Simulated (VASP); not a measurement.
# Sn (Fddd) in VASP: single point with r2SCAN

Aim: the single point of Sn with r2SCAN.

Program: VASP 6.6.1. These are calculated values, not measurements. Logs are shortened: lines on timing, memory, paths and dates and some standing lists are left out, and cuts for length are marked.

## (1) The cell of the first run

The structure is orthorhombic, space group Fddd (No. 70). Conventional cell: a = 6.329 Å, b = 6.491 Å, c = 6.653 Å, α = 90.00°, β = 90.00°, γ = 90.00°. Sn (site symmetry 222) has 4 Sn at 2.81 Å within 3.7 Å.

## (2) Single point, r2SCAN (strain +0.0250 x Voigt [1, -1, 0, 0, 0, 0])

The input, POSCAR:

```
Sn
1.0
    0.0000000000      3.1644600000      3.2456000000
    3.3267400000      0.0000000000      3.2456000000
    3.3267400000      3.1644600000      0.0000000000
Sn
2
Direct
    0.5000000000      0.5000000000      0.5000000000
    0.7500000000      0.7500000000      0.7500000000
```

The input, INCAR.step1:

```
SYSTEM = Sn
PREC = Accurate
ENCUT = 520
ISMEAR = 0
SIGMA = 0.1
LREAL = .False.
LASPH = .True.
NELM = 80
NBANDS = 21
GGA = PE
ALGO = Normal
EDIFF = 1E-4
LWAVE = .True.
LCHARG = .False.
```

The input, INCAR.step2:

```
SYSTEM = Sn
PREC = Accurate
ENCUT = 520
EDIFF = 1E-6
ISMEAR = 0
SIGMA = 0.1
LREAL = .False.
LASPH = .True.
NELM = 80
ALGO = Normal
ISIF = 2
LWAVE = .False.
LCHARG = .True.
METAGGA = R2SCAN
LMIXTAU = .True.
LELF = .True.
LVHAR = .True.
NBANDS = 21
ISTART = 1
```

The input, KPOINTS:

```
regular mesh
0
Gamma
  12 12 12
  0 0 0
```

Potentials or basis: VASP PAW PBE potentials, release 64 (Sn_d).

On the command line:

```sh
$ cat potpaw_PBE.64/Sn_d/POTCAR > POTCAR
$ cp INCAR.step1 INCAR
$ mpirun -np 1 vasp_std > vasp.out
$ cp INCAR.step2 INCAR
$ mpirun -np 1 vasp_std > vasp.out
```

OUTCAR:

```text
SYSTEM = Sn
   PREC = Accurate
   ENCUT = 520
   EDIFF = 1E-6
   ISMEAR = 0
   LREAL = .False.
   LASPH = .True.
   NELM = 80
   ISIF = 2
   METAGGA = R2SCAN
   ISTART = 1

 ion  position               nearest neighbor table
   1  0.500  0.500  0.500-   2 2.81   2 2.81   2 2.81   2 2.81
   2  0.750  0.750  0.750-   1 2.81   1 2.81   1 2.81   1 2.81

  LATTYP: Found a face centered orthorhombic cell.
 ALAT       =     6.3289200000
 B/A-ratio  =     1.0256410256
 C/A-ratio  =     1.0512820513

  Lattice vectors:

 A1 = (  -3.3267400000,   0.0000000000,  -3.2456000000)
 A2 = (  -3.3267400000,   3.1644600000,   0.0000000000)
 A3 = (   0.0000000000,   3.1644600000,  -3.2456000000)

Analysis of symmetry for initial positions (statically):
=====================================================================
 Subroutine PRICEL returns:
 Original cell was already a primitive cell.

 Routine SETGRP: Setting up the symmetry group for a
 face centered orthorhombic supercell.

 Subroutine GETGRP returns: Found  8 space group operations
 (whereof  4 operations were pure point group operations)
 out of a pool of  8 trial point group operations.

The static configuration has the point symmetry D_2 .
 The point group associated with its full space group is D_2h.

Analysis of symmetry for dynamics (positions and initial velocities):
=====================================================================
 Subroutine PRICEL returns:
 Original cell was already a primitive cell.

 Routine SETGRP: Setting up the symmetry group for a
 face centered orthorhombic supercell.

 Subroutine GETGRP returns: Found  8 space group operations
 (whereof  4 operations were pure point group operations)
 out of a pool of  8 trial point group operations.

The dynamic configuration has the point symmetry D_2 .
 The point group associated with its full space group is D_2h.

 Subroutine INISYM returns: Found  8 space group operations
 (whereof  4 operations are pure point group operations),
 and found     1 'primitive' translations

----------------------------------------------------------------------------------------

                                     Primitive cell

  volume of cell :      68.3350

  direct lattice vectors                    reciprocal lattice vectors
     0.000000000  3.164460000  3.245600000    -0.150297288  0.158004841  0.154054720
     3.326740000  0.000000000  3.245600000     0.150297288 -0.158004841  0.154054720
     3.326740000  3.164460000  0.000000000     0.150297288  0.158004841 -0.154054720

  length of vectors
     4.532960010  4.647700333  4.591405680     0.266997493  0.266997493  0.266997493

  position of ions in fractional coordinates (direct lattice)
     0.500000000  0.500000000  0.500000000
     0.750000000  0.750000000  0.750000000

  ion indices of the primitive-cell ions
   primitive index   ion index
                 1           1
                 2           2

----------------------------------------------------------------------------------------

 KPOINTS: regular mesh

Automatic generation of k-mesh.
 Grid dimensions read from file:
 generate k-points for:   12   12   12

 Generating k-lattice:

  Cartesian coordinates                     Fractional coordinates (reciprocal lattice)
    -0.012524774  0.013167070  0.012837893     0.083333333 -0.000000000  0.000000000
     0.012524774 -0.013167070  0.012837893    -0.000000000  0.083333333  0.000000000
     0.012524774  0.013167070 -0.012837893     0.000000000  0.000000000  0.083333333

  Length of vectors
     0.022249791  0.022249791  0.022249791

  Shift w.r.t. Gamma in fractional coordinates (k-lattice)
     0.000000000  0.000000000  0.000000000

 Subroutine IBZKPT returns following result:
 ===========================================

 Found    280 irreducible k-points:

 Following reciprocal coordinates:
            Coordinates               Weight
  0.000000  0.000000  0.000000      1.000000
  0.083333 -0.000000 -0.000000      8.000000
  0.166667  0.000000  0.000000      8.000000
  0.250000 -0.000000 -0.000000      8.000000
  0.333333 -0.000000 -0.000000      8.000000
  0.416667 -0.000000 -0.000000      8.000000
[... 16 lines left out ...]
  0.500000  0.166667 -0.000000      8.000000
 -0.416667  0.166667  0.000000      8.000000
 [... further k-points ...]
   k-points           NKPTS =    280   k-points in BZ     NKDIM =    280   number of bands    NBANDS=     21
   number of dos      NEDOS =    301   number of ions     NIONS =      2
   total plane-waves  NPLWV =  46656
   dimension x,y,z NGX =    36 NGY =   36 NGZ =   36
   dimension x,y,z NGXF=    72 NGYF=   72 NGZF=   72
   ions per type =               2
   NGX,Y,Z   is equivalent  to a cutoff of  13.20, 12.88, 13.03 a.u.
   NGXF,Y,Z  is equivalent  to a cutoff of  26.41, 25.75, 26.07 a.u.
 SYSTEM =  Sn
   PREC   = accura    normal or accurate (medium, high low for compatibility)
   ISTART =      1    job   : 0-new  1-cont  2-samecut
   ICHARG =      0    charge: 1-file 2-atom 10-const
   ISPIN  =      1    spin polarized calculation?
   LNONCOLLINEAR =      F non collinear calculations
   LSORBIT =      F    spin-orbit coupling
   LASPH  =      T    aspherical Exc in radial PAW
   ENCUT  =  520.0 eV  38.22 Ry    6.18 a.u.   8.43  8.64  8.54*2*pi/ulx,y,z
   NELM   =     80;   NELMIN=  2; NELMDL=  0     # of ELM steps
   EDIFF  = 0.1E-05   stopping-criterion for ELM
   LREAL  =      F    real-space projection
   EDIFFG = 0.1E-04   stopping-criterion for IOM
   NSW    =      0    number of steps for IOM
   IBRION =     -1    ionic relax: 0-MD 1-quasi-New 2-CG
   NFREE  =      0    steps in history (QN), initial steepest desc. (CG)
   ISIF   =      2    stress and relaxation
   ISYM   =      2    0-nonsym 1-usesym 2-fastsym
   POTIM  = 0.5000    time-step for ionic-motion
   TEBEG  =    0.0;   TEEND  =   0.0 temperature during run
   PSTRESS=    0.0 pullay stress
   NELECT =      28.0000    total number of electrons
   NUPDOWN=      -1.0000    fix difference up-down
   EMIN   =  10.00;   EMAX   =-10.00  energy-range for DOS
   EFERMI =   0.00;   METHOD = LEGACY
   ISMEAR =     0;   SIGMA  =   0.10  broadening in eV -4-tet -1-fermi 0-gaus
   EFERMI_NEDOS =   21; number of points for ismear=-14 and -15
   IALGO  =     38    algorithm
   IMIX   =      4    mixing-type and parameters
     AMIX     =   0.40;   BMIX     =  1.00
     AMIX_MAG =   1.60;   BMIX_MAG =  1.00
  volume/ion in A,a.u.               =      34.17       230.57
  Fermi-wavevector in a.u.,A,eV,Ry     =   1.215942  2.297798 20.116432  1.478516
  Thomas-Fermi vector in A             =   2.351313
   LORBIT       =      0    0 simple, 1 ext, 2 COOP (PROOUT), +10 PAW based schemes
   METAGGA = R2SCAN    functional components
   LHFCALC =     F    Hartree Fock is set to
   AEXX    =    0.0000 exact exchange contribution
   IVDW    =     0    specifies the selected vdW correction
   LEPSILON=     F    determine dielectric tensor
   LRPA    =     F    only Hartree local field effects (RPA)
 non-spin polarized calculation
 Gauss-broadening in eV      SIGMA  =   0.10
  energy-cutoff  :      520.00
  volume of cell :       68.34
 maximum number of plane-waves:      1866
 NGX is ok and might be reduce to    36
   NGX = 17   NGY = 17   NGZ = 17

 number of electron      27.9999996 magnetization

 Free energy of the ion-electron system (eV)
  ---------------------------------------------------
  ext. energy  EPLUGINS =         0.00000000
  ---------------------------------------------------
  free energy    TOTEN  =       -49.47320650 eV

  energy without entropy =      -49.47284104  energy(sigma->0) =      -49.47302377

 E-fermi :   5.6321     XC(G=0):  -9.5933

 val. band max:        5.5913002840   @ k =   0.0000   0.0000   0.0000
 cond. band min:       5.6936030900   @ k =   0.5000  -0.0000  -0.0000
 fundamental gap:      0.1023028060
 Fermi energy:         5.6321106071

 k-point     1 :       0.0000    0.0000    0.0000
  band No.  band energies     occupation
      1     -16.8352      2.00000
      2     -16.8235      2.00000
      3     -16.8131      2.00000
      4     -16.7612      2.00000
      5     -16.7535      2.00000
      6     -16.4500      2.00000
[... 13 lines left out ...]
     20      13.4627      0.00000
     21      13.9515      0.00000

 k-point     2 :       0.0833   -0.0000   -0.0000
  band No.  band energies     occupation
      1     -16.8385      2.00000
      2     -16.8268      2.00000
      3     -16.8169      2.00000
      4     -16.7523      2.00000
      5     -16.7458      2.00000
      6     -16.4558      2.00000
[... 13 lines left out ...]
     20      12.9636      0.00000
     21      13.4619      0.00000

 k-point     3 :       0.1667    0.0000    0.0000
  band No.  band energies     occupation
      1     -16.8483      2.00000
      2     -16.8350      2.00000
      3     -16.8169      2.00000
      4     -16.7343      2.00000
      5     -16.7293      2.00000
      6     -16.4691      2.00000
[... 13 lines left out ...]
     20      12.6209      0.00000
     21      12.9696      0.00000

 k-point     4 :       0.2500   -0.0000   -0.0000
  band No.  band energies     occupation
      1     -16.8588      2.00000
      2     -16.8434      2.00000
      3     -16.8115      2.00000
      4     -16.7163      2.00000
      5     -16.7126      2.00000
      6     -16.4829      2.00000
[... 13 lines left out ...]
     20      12.7302      0.00000
     21      12.9001      0.00000

 k-point     5 :       0.3333   -0.0000   -0.0000
  band No.  band energies     occupation
      1     -16.8664      2.00000
      2     -16.8488      2.00000
      3     -16.8050      2.00000
      4     -16.7029      2.00000
      5     -16.7001      2.00000
      6     -16.4929      2.00000
[... 13 lines left out ...]
     20      13.2504      0.00000
     21      13.3217      0.00000

 k-point     6 :       0.4167   -0.0000   -0.0000
  band No.  band energies     occupation
      1     -16.8708      2.00000
      2     -16.8514      2.00000
      3     -16.8000      2.00000
      4     -16.6955      2.00000
      5     -16.6931      2.00000
      6     -16.4983      2.00000
[... 13 lines left out ...]
     20      14.0503      0.00000
     21      14.2800      0.00000

 k-point     7 :       0.5000   -0.0000   -0.0000
  band No.  band energies     occupation
      1     -16.8722      2.00000
      2     -16.8522      2.00000
      3     -16.7981      2.00000
      4     -16.6933      2.00000
      5     -16.6909      2.00000
      6     -16.5000      2.00000
[... 13 lines left out ...]
     20      14.7712      0.00000
     21      15.0307      0.00000
[... 291 lines left out ...]
      1     -16.8598      2.00000
      2     -16.8416      2.00000
      3     -16.8225      2.00000
      4     -16.7200      2.00000
      5     -16.6806      2.00000
      6     -16.5395      2.00000
[... 13 lines left out ...]
     20      13.3082      0.00000
     21      14.0021      0.00000

 k-point    21 :       0.3333    0.1667   -0.0000
  band No.  band energies     occupation
      1     -16.8728      2.00000
      2     -16.8515      2.00000
      3     -16.8056      2.00000
      4     -16.7027      2.00000
      5     -16.6635      2.00000
      6     -16.5553      2.00000
[... 13 lines left out ...]
     20      13.6723      0.00000
     21      14.3237      0.00000

 k-point    22 :       0.4167    0.1667   -0.0000
  band No.  band energies     occupation
      1     -16.8832      2.00000
      2     -16.8594      2.00000
      3     -16.7866      2.00000
      4     -16.6865      2.00000
      5     -16.6561      2.00000
      6     -16.5594      2.00000
[... 13 lines left out ...]
     20      14.2809      0.00000
     21      14.9882      0.00000

 k-point    23 :       0.5000    0.1667   -0.0000
  band No.  band energies     occupation
      1     -16.8890      2.00000
      2     -16.8653      2.00000
      3     -16.7709      2.00000
      4     -16.6737      2.00000
      5     -16.6595      2.00000
      6     -16.5516      2.00000
[... 13 lines left out ...]
     20      14.5559      0.00000
     21      15.1718      0.00000

 k-point    24 :      -0.4167    0.1667    0.0000
  band No.  band energies     occupation
      1     -16.8891      2.00000
      2     -16.8689      2.00000
      3     -16.7633      2.00000
      4     -16.6762      2.00000
      5     -16.6606      2.00000
      6     -16.5398      2.00000
[... 13 lines left out ...]
     20      13.8749      0.00000
     21      14.1502      0.00000

 [... further k-points ...]

------------------------ aborting loop because EDIFF is reached ----------------------------------------

  FORCE on cell =-STRESS in cart. coord.  units (eV):
  Direction    XX          YY          ZZ          XY          YZ          ZX
  --------------------------------------------------------------------------------------
  -------------------------------------------------------------------------------------
  Total        0.2760984      1.0446927      0.7095736      0.0000000      0.0000000      0.0000000
  in kB        6.4733798     24.4937736     16.6366007      0.0000000      0.0000000      0.0000000
  external PRESSURE =      15.8679180 kB  Pullay stress =       0.0000000 kB

 VOLUME and BASIS-vectors are now :
 -----------------------------------------------------------------------------
  energy-cutoff  :      520.00
  volume of cell :       68.34
      direct lattice vectors                 reciprocal lattice vectors
     0.000000000  3.164460000  3.245600000    -0.150297288  0.158004841  0.154054720
     3.326740000  0.000000000  3.245600000     0.150297288 -0.158004841  0.154054720
     3.326740000  3.164460000  0.000000000     0.150297288  0.158004841 -0.154054720

 POSITION                                       TOTAL-FORCE (eV/Angst)
 -----------------------------------------------------------------------------------
      3.32674      3.16446      3.24560         0.000000      0.000000      0.000000
      4.99011      4.74669      4.86840        -0.000000      0.000000      0.000000
 -----------------------------------------------------------------------------------
    total drift:                                0.000000      0.000000      0.000000

  FREE ENERGIE OF THE ION-ELECTRON SYSTEM (eV)
  ---------------------------------------------------
  free  energy   TOTEN  =       -49.4732064981 eV

  energy  without entropy=      -49.4728410370  energy(sigma->0) =      -49.47302377
```

It took 7.2 min on 1 thread of Intel Xeon 6975P-C (Granite Rapids), shared host; peak memory 0.45 GiB.

Results:

* Free energy: -49.4732 eV
* Pressure: 1.6 GPa
* Band gap on the k mesh: 0.10 eV, indirect (least direct gap 0.17 eV)

Caveat: the cell differs from its parent crystal (strain +0.0250 x Voigt [1, -1, 0, 0, 0, 0]); the PAW data sets were made with another functional, which shifts forces and pressure a little; spin-orbit coupling is left out, which moves the levels of the heavy elements. A k mesh can miss the band edges.
